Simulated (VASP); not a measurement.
# MoS2 (R3m) in VASP: notebook

The runs below take MoS2 through single point, with PBEsol, LDA, PBE.

All numbers are computed with VASP 6.6.1; they aren't measurements. Logs are shortened: lines on timing, memory, paths and dates and some standing lists are left out, and cuts for length are marked.

## Step 1: The cell of the first run

The structure is trigonal, space group R3m (No. 160). The conventional cell has a = 3.222 Å, b = 3.222 Å, c = 18.812 Å, α = 90.00°, β = 90.00°, γ = 120.00°. Mo (site symmetry 3m) has 6 S at 2.43 to 2.44 Å within 3.2 Å. Within 3.2 Å of S (site symmetry 3m) lie 3 Mo at 2.44 Å and 1 S at 3.14 Å. S (site symmetry 3m) has 3 Mo at 2.43 Å and 1 S at 3.14 Å within 3.2 Å.

## Step 2: Single point, PBEsol (volume scaled by 1.06)

Input file INCAR:

```
PREC     = Accurate       # precision mode
ENCUT    = 520            # plane-wave cutoff, eV
EDIFF    = 1E-6           # SCF threshold, eV
ISMEAR   = -1             # smearing method
SIGMA    = 0.05           # smearing width, eV
LREAL    = False          # projectors in reciprocal space
LASPH    = True           # aspherical terms in the spheres
NELM     = 80             # most SCF steps
ALGO     = Normal         # electronic algorithm
ISIF     = 2              # what is computed and relaxed
LWAVE    = False          # write WAVECAR
LCHARG   = False          # write CHGCAR
GGA      = PS             # functional
NBANDS   = 20             # bands
```

Input file KPOINTS:

```
Automatic mesh
0
Gamma
  10 10 10
```

Input file POSCAR:

```
MoS2
1.0
    1.6109882594      0.9301045052      6.2706188579
   -1.6109882594      0.9301045052      6.2706188579
    0.0000000000     -1.8602090104      6.2706188579
Mo S
1 2
Direct
    0.0000000000      0.0000000000      0.0000000000
    0.4170000000      0.4170000000      0.4170000000
    0.2500000000      0.2500000000      0.2500000000
```

Potentials or basis: VASP PAW PBE potentials, release 64 (Mo_sv, S).

On the command line:

```bash
$ cat potpaw_PBE.64/Mo_sv/POTCAR potpaw_PBE.64/S/POTCAR > POTCAR
$ mpirun -np 1 vasp_std > vasp.out
```

OUTCAR:

```text
PREC = Accurate
   ENCUT = 520
   EDIFF = 1E-6
   ISMEAR = -1
   LREAL = False
   LASPH = True
   NELM = 80
   ISIF = 2
   GGA = PS

 ion  position               nearest neighbor table
   1  0.000  0.000  0.000-   3 2.43   3 2.43   3 2.43   2 2.44   2 2.44   2 2.44
   2  0.417  0.417  0.417-   1 2.44   1 2.44   1 2.44
   3  0.250  0.250  0.250-   1 2.43   1 2.43   1 2.43

  LATTYP: Found a trigonal (rhomboedric) cell.
 ALAT       =     6.5407215522
 COS(alpha) =     0.8786713335

  Lattice vectors:

 A1 = (   1.6109882594,   0.9301045052,   6.2706188579)
 A2 = (  -1.6109882594,   0.9301045052,   6.2706188579)
 A3 = (   0.0000000000,  -1.8602090104,   6.2706188579)

Analysis of symmetry for initial positions (statically):
=====================================================================
 Subroutine PRICEL returns:
 Original cell was already a primitive cell.

 Routine SETGRP: Setting up the symmetry group for a
 trigonal (rhombohedral) supercell.

 Subroutine GETGRP returns: Found  6 space group operations
 (whereof  6 operations were pure point group operations)
 out of a pool of 12 trial point group operations.

The static configuration has the point symmetry C_3v.

Analysis of symmetry for dynamics (positions and initial velocities):
=====================================================================
 Subroutine PRICEL returns:
 Original cell was already a primitive cell.

 Routine SETGRP: Setting up the symmetry group for a
 trigonal (rhombohedral) supercell.

 Subroutine GETGRP returns: Found  6 space group operations
 (whereof  6 operations were pure point group operations)
 out of a pool of 12 trial point group operations.

The dynamic configuration has the point symmetry C_3v.

 Subroutine INISYM returns: Found  6 space group operations
 (whereof  6 operations are pure point group operations),
 and found     1 'primitive' translations

----------------------------------------------------------------------------------------

                                     Primitive cell

  volume of cell :      56.3749

  direct lattice vectors                    reciprocal lattice vectors
     1.610988259  0.930104505  6.270618858     0.310368494  0.179191334  0.053157964
    -1.610988259  0.930104505  6.270618858    -0.310368494  0.179191334  0.053157964
     0.000000000 -1.860209010  6.270618858     0.000000000 -0.358382667  0.053157964

  length of vectors
     6.540721552  6.540721552  6.540721552     0.362303609  0.362303609  0.362303609

  position of ions in fractional coordinates (direct lattice)
     0.000000000  0.000000000  0.000000000
     0.417000000  0.417000000  0.417000000
     0.250000000  0.250000000  0.250000000

  ion indices of the primitive-cell ions
   primitive index   ion index
                 1           1
                 2           2
                 3           3

----------------------------------------------------------------------------------------

 KPOINTS: Automatic mesh

Automatic generation of k-mesh.
 Grid dimensions read from file:
 generate k-points for:   10   10   10

 Generating k-lattice:

  Cartesian coordinates                     Fractional coordinates (reciprocal lattice)
     0.031036849  0.017919133  0.005315796     0.100000000 -0.000000000  0.000000000
    -0.031036849  0.017919133  0.005315796    -0.000000000  0.100000000  0.000000000
     0.000000000 -0.035838267  0.005315796     0.000000000  0.000000000  0.100000000

  Length of vectors
     0.036230361  0.036230361  0.036230361

  Shift w.r.t. Gamma in fractional coordinates (k-lattice)
     0.000000000  0.000000000  0.000000000

 Subroutine IBZKPT returns following result:
 ===========================================

 Found    116 irreducible k-points:

 Following reciprocal coordinates:
            Coordinates               Weight
  0.000000  0.000000  0.000000      1.000000
  0.100000  0.000000  0.000000      6.000000
  0.200000  0.000000  0.000000      6.000000
  0.300000  0.000000 -0.000000      6.000000
  0.400000  0.000000 -0.000000      6.000000
  0.500000  0.000000  0.000000      3.000000
[... 16 lines left out ...]
  0.300000  0.300000 -0.000000      6.000000
  0.400000  0.300000  0.000000     12.000000
 [... further k-points ...]
   k-points           NKPTS =    116   k-points in BZ     NKDIM =    116   number of bands    NBANDS=     20
   number of dos      NEDOS =    301   number of ions     NIONS =      3
   total plane-waves  NPLWV = 125000
   dimension x,y,z NGX =    50 NGY =   50 NGZ =   50
   dimension x,y,z NGXF=   100 NGYF=  100 NGZF=  100
   ions per type =               1   2
   NGX,Y,Z   is equivalent  to a cutoff of  12.71, 12.71, 12.71 a.u.
   NGXF,Y,Z  is equivalent  to a cutoff of  25.42, 25.42, 25.42 a.u.
 SYSTEM =  unknown system
   PREC   = accura    normal or accurate (medium, high low for compatibility)
   ISTART =      0    job   : 0-new  1-cont  2-samecut
   ICHARG =      2    charge: 1-file 2-atom 10-const
[... 36 lines left out ...]
   LRPA    =     F    only Hartree local field effects (RPA)
 non-spin polarized calculation
  energy-cutoff  :      520.00
  volume of cell :       56.37
 maximum number of plane-waves:      1537
 NGX is ok and might be reduce to    50
   NGX = 25   NGY = 25   NGZ = 25

 number of electron      26.0000001 magnetization

 Free energy of the ion-electron system (eV)
  ---------------------------------------------------
  ext. energy  EPLUGINS =         0.00000000
  ---------------------------------------------------
  free energy    TOTEN  =       -23.36814176 eV

  energy without entropy =      -23.36814060  energy(sigma->0) =      -23.36814118

 E-fermi :   7.2020     XC(G=0): -10.7193

 val. band max:        6.7850786703   @ k =   0.5000   0.5000   0.5000
 cond. band min:       7.7518072969   @ k =  -0.2000   0.2000   0.0000
 fundamental gap:      0.9667286266
 Fermi energy:         7.2020372026

 k-point     1 :       0.0000    0.0000    0.0000
  band No.  band energies     occupation
      1     -54.6771      2.00000
      2     -28.8248      2.00000
      3     -28.6481      2.00000
      4     -28.6481      2.00000
      5      -7.9005      2.00000
      6      -6.3454      2.00000
[... 12 lines left out ...]
     19      14.6507      0.00000
     20      15.0360      0.00000

 k-point     2 :       0.1000    0.0000    0.0000
  band No.  band energies     occupation
      1     -54.6741      2.00000
      2     -28.8186      2.00000
      3     -28.6801      2.00000
      4     -28.6554      2.00000
      5      -7.7576      2.00000
      6      -6.2973      2.00000
[... 12 lines left out ...]
     19      15.1165      0.00000
     20      15.3069      0.00000

 k-point     3 :       0.2000    0.0000    0.0000
  band No.  band energies     occupation
      1     -54.6661      2.00000
      2     -28.8025      2.00000
      3     -28.7631      2.00000
      4     -28.6746      2.00000
      5      -7.3599      2.00000
      6      -6.1638      2.00000
[... 12 lines left out ...]
     19      15.3104      0.00000
     20      15.6823      0.00000

 k-point     4 :       0.3000    0.0000   -0.0000
  band No.  band energies     occupation
      1     -54.6563      2.00000
      2     -28.8642      2.00000
      3     -28.7825      2.00000
      4     -28.6981      2.00000
      5      -6.8062      2.00000
      6      -5.9807      2.00000
[... 12 lines left out ...]
     19      14.3125      0.00000
     20      14.8183      0.00000

 k-point     5 :       0.4000    0.0000   -0.0000
  band No.  band energies     occupation
      1     -54.6483      2.00000
      2     -28.9448      2.00000
      3     -28.7662      2.00000
      4     -28.7171      2.00000
      5      -6.2814      2.00000
      6      -5.8163      2.00000
[... 12 lines left out ...]
     19      13.6745      0.00000
     20      14.0967      0.00000
[... 353 lines left out ...]
      6      -5.7229      2.00000
[... 12 lines left out ...]
     19      14.6967      0.00000
     20      15.6189      0.00000

 k-point    22 :      -0.2000    0.2000    0.0000
  band No.  band energies     occupation
      1     -54.6517      2.00000
      2     -28.8814      2.00000
      3     -28.7732      2.00000
      4     -28.7390      2.00000
      5      -6.5380      2.00000
      6      -5.8648      2.00000
[... 12 lines left out ...]
     19      14.7259      0.00000
     20      15.5987      0.00000

 k-point    23 :       0.3000    0.3000   -0.0000
  band No.  band energies     occupation
      1     -54.6563      2.00000
      2     -28.8642      2.00000
      3     -28.7825      2.00000
      4     -28.6981      2.00000
      5      -6.7632      2.00000
      6      -6.0408      2.00000
[... 12 lines left out ...]
     19      14.5431      0.00000
     20      15.0493      0.00000

 k-point    24 :       0.4000    0.3000    0.0000
  band No.  band energies     occupation
      1     -54.6508      2.00000
      2     -28.9066      2.00000
      3     -28.7713      2.00000
      4     -28.7251      2.00000
      5      -6.4085      2.00000
      6      -5.9286      2.00000
[... 12 lines left out ...]
     19      14.2544      0.00000
     20      15.1432      0.00000

 [... further k-points ...]
[... 5 lines left out ...]
  --------------------------------------------------------------------------------------
  -------------------------------------------------------------------------------------
  Total       -2.9263075     -2.9263075     -2.2440204      0.0000000      0.0000000     -0.0000000
  in kB      -83.1657987    -83.1657987    -63.7751673      0.0000000      0.0000000     -0.0000000
  external PRESSURE =     -76.7022549 kB  Pullay stress =       0.0000000 kB

 VOLUME and BASIS-vectors are now :
 -----------------------------------------------------------------------------
  energy-cutoff  :      520.00
  volume of cell :       56.37
      direct lattice vectors                 reciprocal lattice vectors
     1.610988259  0.930104505  6.270618858     0.310368494  0.179191334  0.053157964
    -1.610988259  0.930104505  6.270618858    -0.310368494  0.179191334  0.053157964
     0.000000000 -1.860209010  6.270618858     0.000000000 -0.358382667  0.053157964

 POSITION                                       TOTAL-FORCE (eV/Angst)
 -----------------------------------------------------------------------------------
      0.00000      0.00000      0.00000         0.000000     -0.000000      0.075566
      0.00000      0.00000      7.84454         0.000000      0.000000     -0.732840
      0.00000      0.00000      4.70296         0.000000     -0.000000      0.657275
 -----------------------------------------------------------------------------------
    total drift:                                0.000000     -0.000000      0.000048

  FREE ENERGIE OF THE ION-ELECTRON SYSTEM (eV)
  ---------------------------------------------------
  free  energy   TOTEN  =       -23.3681417622 eV

  energy  without entropy=      -23.3681406035  energy(sigma->0) =      -23.36814118
```

Wall time 2.8 min (1 thread of Intel Xeon 6975P-C (Granite Rapids), shared host); peak memory 0.4 GiB.

What came out:

| Property | Result |
| --- | --- |
| Free energy | -23.3681 eV |
| Pressure | -7.7 GPa |
| Largest force | 0.733 eV/Å |
| Band gap on the k mesh | 0.97 eV, indirect (least direct gap 1.81 eV) |

Forces in eV/Å, atoms in the order of the input:
```
Mo   0.000  0.000  0.076
S    0.000  0.000 -0.733
S    0.000  0.000  0.657
```

Caveat: the cell differs from its parent crystal (volume scaled by 1.06); the PAW data sets were made with another functional, which shifts forces and pressure a little. A k mesh can miss the band edges.

## Step 3: Single point, LDA

This run uses another cell than the first one, of 17.73 Å³/atom, 0.943 times its volume.

Input file INCAR:

```
  PREC = Accurate
  ENCUT = 520
  EDIFF = 1E-6
  ISMEAR = -1
  SIGMA = 0.05
  LREAL = False
  LASPH = True
  NELM = 100
  ALGO = Normal
  ISIF = 2
  LWAVE = False
  LCHARG = True
  GGA = CA
  LELF = True
  LVHAR = True
  NBANDS = 20
```

Input file KPOINTS:

```
regular mesh
0
Gamma
  10 10 10
```

Input file POSCAR:

```
MoS2
1.0
    1.5800000000      0.9122134253      6.1500000000
   -1.5800000000      0.9122134253      6.1500000000
    0.0000000000     -1.8244268506      6.1500000000
Mo S
1 2
Direct
    0.0000000000      0.0000000000      0.0000000000
    0.4170000000      0.4170000000      0.4170000000
    0.2500000000      0.2500000000      0.2500000000
```

Potentials or basis: VASP PAW LDA potentials, release 64 (Mo_sv, S).

On the command line:

```bash
$ cat potpaw_LDA.64/Mo_sv/POTCAR potpaw_LDA.64/S/POTCAR > POTCAR
$ mpirun -np 1 vasp_std > vasp.out
```

Run time: 6.9 min. Hardware: 1 thread of Intel Xeon Platinum 8375C at 2.90GHz (Ice Lake), shared host; peak memory 0.32 GiB.

It converged, with:

| Quantity | Value |
| --- | --- |
| Free energy | -24.4614 eV |
| Pressure | -2.3 GPa |
| Largest force | 0.097 eV/Å |
| Band gap on the k mesh | 0.89 eV, indirect (least direct gap 1.96 eV) |

Forces on the atoms (eV/Å):
```
Mo   0.000  0.000  0.083
S    0.000  0.000  0.014
S    0.000  0.000 -0.097
```

Stress tensor (GPa, compression positive):
```
-3.13  0.00  0.00
 0.00 -3.13  0.00
 0.00  0.00 -0.68
```

Levels at points of the mesh, in eV from the valence-band top:
```tsv
k point	band 9	band 10	band 11	band 12	band 13	band 14	band 15	band 16	band 17	band 18
(0.00, 0.00, 0.00)	-3.50	-2.36	-2.36	-1.27	-1.22	2.00	2.00	2.44	2.44	5.38
(0.50, 0.00, 0.00)	-5.08	-4.08	-2.35	-1.66	-1.52	1.55	1.97	3.41	3.48	5.14
(0.50, 0.50, 0.00)	-4.79	-4.01	-2.94	-1.84	-1.34	1.51	2.10	2.93	3.91	5.91
(0.50, 0.50, 0.50)	-3.51	-3.51	-2.33	-2.33	0.00	2.10	2.10	2.30	2.30	5.49
```

## Step 4: Single point, PBE

This run uses another cell than the first one, of 17.73 Å³/atom, 0.943 times its volume.

Input file INCAR:

```
SYSTEM = MoS2
  PREC = Accurate
  ENCUT = 520
  EDIFF = 1E-6
  ISMEAR = -1
  SIGMA = 0.05
  LREAL = .False.
  LASPH = .True.
  NELM = 80
  ALGO = Normal
  ISIF = 2
  LWAVE = .False.
  LCHARG = .True.
  GGA = PE
  LELF = .True.
  LVHAR = .True.
  NBANDS = 20
```

Input file KPOINTS:

```
regular mesh
0
Gamma
  10 10 10
  0 0 0
```

POSCAR is that of step 3.

Potentials or basis: VASP PAW PBE potentials, release 64 (Mo_sv, S).

On the command line:

```bash
$ cat potpaw_PBE.64/Mo_sv/POTCAR potpaw_PBE.64/S/POTCAR > POTCAR
$ mpirun -np 1 vasp_std > vasp.out
```

It took 2.3 min on 1 thread of Intel Xeon 6975P-C (Granite Rapids), shared host; peak memory 0.38 GiB.

The run converged. Its results:

```yaml
Free_energy: -21.7897 eV
Pressure: 5.2 GPa
Largest_force: 0.506 eV/Å
Band_gap_on_the_k_mesh: 0.97 eV, indirect (least direct gap 1.96 eV)
```

Forces on the atoms (eV/Å):
```
Mo   0.000  0.000  0.087
S    0.000  0.000  0.419
S    0.000  0.000 -0.506
```

Stress tensor (GPa, compression positive):
```
4.43 0.00 0.00
0.00 4.43 0.00
0.00 0.00 6.77
```

Levels at points of the mesh, in eV from the valence-band top:
```tsv
k point	band 9	band 10	band 11	band 12	band 13	band 14	band 15	band 16	band 17	band 18
(0.00, 0.00, 0.00)	-3.47	-2.34	-2.34	-1.27	-1.17	2.03	2.03	2.45	2.45	5.51
(0.50, 0.00, 0.00)	-5.07	-4.06	-2.37	-1.67	-1.49	1.59	2.02	3.49	3.50	5.29
(0.50, 0.50, 0.00)	-4.78	-3.99	-2.93	-1.85	-1.32	1.54	2.14	3.03	3.92	6.02
(0.50, 0.50, 0.50)	-3.48	-3.48	-2.31	-2.31	0.00	2.12	2.12	2.31	2.31	5.60
```

## Step 5: Single point, LDA (volume scaled by 0.96)

Input file INCAR:

```
PREC = Accurate
ENCUT = 520
EDIFF = 1E-6
ISMEAR = -1
SIGMA = 0.05
LREAL = False
LASPH = True
NELM = 100
ALGO = Normal
ISIF = 2
LWAVE = False
LCHARG = False
NBANDS = 20
```

Input file KPOINTS:

```
Automatic mesh
0
Gamma
  10 10 10
```

Input file POSCAR:

```
MoS2
1.0
    1.5586460310      0.8998847055      6.0668817029
   -1.5586460310      0.8998847055      6.0668817029
    0.0000000000     -1.7997694111      6.0668817029
Mo S
1 2
Direct
    0.0000000000      0.0000000000      0.0000000000
    0.4170000000      0.4170000000      0.4170000000
    0.2500000000      0.2500000000      0.2500000000
```

Potentials or basis: VASP PAW LDA potentials, release 64 (Mo_sv, S).

On the command line:

```bash
$ cat potpaw_LDA.64/Mo_sv/POTCAR potpaw_LDA.64/S/POTCAR > POTCAR
$ mpirun -np 1 vasp_std > vasp.out
```

It took 3 min on 1 thread of Intel Xeon 6975P-C (Granite Rapids), shared host; peak memory 0.32 GiB.

The run converged. Its results:

```yaml
Free_energy: -24.4476 eV
Pressure: 4.5 GPa
Largest_force: 0.825 eV/Å
Band_gap_on_the_k_mesh: 0.85 eV, indirect (least direct gap 2.07 eV)
```

Forces in eV/Å, atoms in the order of the input:
```
Mo   0.000  0.000  0.091
S    0.000  0.000  0.734
S    0.000  0.000 -0.825
```

Stress tensor (GPa, compression positive):
```
3.41 0.00 0.00
0.00 3.41 0.00
0.00 0.00 6.62
```

Levels at points of the mesh, in eV from the valence-band top:
| k point | band 10 | band 11 | band 12 | band 13 | band 14 | band 15 | band 16 | band 17 |
| --- | --- | --- | --- | --- | --- | --- | --- | --- |
| (0.00, 0.00, 0.00) | -2.49 | -2.49 | -1.40 | -1.28 | 2.05 | 2.05 | 2.55 | 2.55 |
| (0.50, 0.00, 0.00) | -4.30 | -2.44 | -1.72 | -1.64 | 1.61 | 2.04 | 3.49 | 3.60 |
| (0.50, 0.50, 0.00) | -4.22 | -3.08 | -1.91 | -1.43 | 1.56 | 2.19 | 2.99 | 4.09 |
| (0.50, 0.50, 0.50) | -3.72 | -2.46 | -2.46 | 0.00 | 2.15 | 2.15 | 2.41 | 2.41 |

Caveat: the cell differs from its parent crystal (volume scaled by 0.96).

## Step 6: Summary

| level | potentials or basis | cell | gap on the mesh (eV) | pressure (GPa) | largest force (eV/Å) |
| --- | --- | --- | --- | --- | --- |
| PBEsol | VASP PAW PBE potentials, release 64 (Mo_sv, S) | a = 6.541 Å, angles 28.5°, 3 atoms | 0.97 | -7.7 | 0.73 |
| LDA | VASP PAW LDA potentials, release 64 (Mo_sv, S) | a = 6.415 Å, angles 28.5°, 3 atoms | 0.89 | -2.3 | 0.10 |
| PBE | VASP PAW PBE potentials, release 64 (Mo_sv, S) | a = 6.415 Å, angles 28.5°, 3 atoms | 0.97 | 5.2 | 0.51 |
| LDA | VASP PAW LDA potentials, release 64 (Mo_sv, S) | a = 6.328 Å, angles 28.5°, 3 atoms | 0.85 | 4.5 | 0.83 |

Alike in all rows: task single point; no spin polarisation; k mesh 10 × 10 × 10; cutoff (eV) 520; smearing fermi-dirac 0.05 eV.

Caveats: the PAW data sets were made with another functional, which shifts forces and pressure a little (some runs).

Absolute energies hang on the potentials; compare differences alone.
